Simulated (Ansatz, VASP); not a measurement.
**HgTe: VASP beside Ansatz**

```
Hg Te
1.0
     0.00000    3.01984    3.01984
     3.01984    0.00000    3.01984
     3.01984    3.01984    0.00000
Hg Te
1 1
Direct
  0.00000 0.00000 0.00000
  0.50000 0.50000 0.50000
```

Alike in both runs: task relaxation of cell and atoms; functional PBE; k mesh 12 × 12 × 12; occupations gaussian, width 0.1 eV; no spin polarisation.

|  | VASP | Ansatz |
| --- | --- | --- |
| version | VASP 6.6.1 | Ansatz 0.2.0 |
| potentials or method | VASP PAW PBE potentials, release 64 (Hg, Te), cutoff 600 eV | scalar-relativistic, plane waves, PAW |
| valence electrons in the cell | 18 | 36 |

```csv
,VASP,Ansatz,Ansatz less VASP
"gap on the k mesh at the Fermi level, each at its own relaxed structure (eV)",none,none,-
relaxed volume (Å³/atom),29.05,28.98,-0.073
relaxed cell length with the largest relative difference (Å),4.348,4.344,-0.0036
```

A gap of «none» marks a metal or a gap that the smearing closes. VASP's potentials hold 18 valence electrons a cell and Ansatz's 36, so a difference there can come from the potentials and not from the codes.

Spin-orbit coupling is off throughout.
